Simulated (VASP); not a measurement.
Bi: relaxation of cell and atoms with PBE

The system is Bi.

```
Bi
1.0
     3.26377    0.00000    0.00000
     0.00000    3.26377    0.00000
     0.00000    0.00000    3.26377
Bi
1
Direct
  0.00000 0.00000 0.00000
```

```yaml
Program: VASP 6.6.1
Task: relaxation of cell and atoms
Functional: PBE
Potentials_or_basis: VASP PAW PBE potentials, release 64 (Bi_d)
Cutoff: 600 eV
k_mesh: 12 × 12 × 12
Occupations: fermi-dirac, width 0.05 eV
Spin: no spin polarisation
Target_pressure: -0.57 GPa
Dipole_correction: no
Further_INCAR_settings: ALGO = Normal; EDIFF = 1e-06; IBRION = 2; EDIFFG = -0.005; NSW = 60; ISIF = 3
```

```json
{"Relaxed volume": "35.65 Å³/atom", "Relaxed cell": "a = 3.291 Å, b = 3.291 Å, c = 3.291 Å, α = 90.00°, β = 90.00°, γ = 90.00°", "Space group after relaxing (to 0.05 Å)": "Pm-3m (No. 221)", "Energy change on relaxing (the enthalpy is what falls)": "+0.1 meV/atom", "Ionic steps": "4", "Pressure after relaxing": "-0.6 GPa"}
```

Final structure:
```xyz
1
Lattice="3.2913 0.0000 0.0000 0.0000 3.2913 0.0000 0.0000 0.0000 3.2913" Properties=species:S:1:pos:R:3 pbc="T T T"
Bi    0.0000    0.0000    0.0000
```

Levels at points of the mesh, in eV from the Fermi level:
| k point | band 5 | band 6 | band 7 | band 8 | band 9 | band 10 | band 11 |
| --- | --- | --- | --- | --- | --- | --- | --- |
| (0.00, 0.00, 0.00) | -22.66 | -12.91 | 3.02 | 3.02 | 3.02 | 6.09 | 7.68 |
| (0.50, 0.00, 0.00) | -22.65 | -11.16 | -4.77 | 4.78 | 4.78 | 9.58 | 9.59 |
| (0.50, 0.50, 0.00) | -22.55 | -9.42 | -3.00 | -3.00 | 2.79 | 6.59 | 11.83 |
| (0.50, 0.50, 0.50) | -22.54 | -7.66 | -1.33 | -1.33 | -1.33 | 5.35 | 5.35 |

Run time: 51 s on 1 thread of Intel Xeon 6975P-C, on a shared host, peak memory 0.19 GiB.

Caveat: the cell is relaxed towards a set pressure, so the enthalpy falls and the energy may rise; spin-orbit coupling is left out, which moves the levels of the heavy elements.
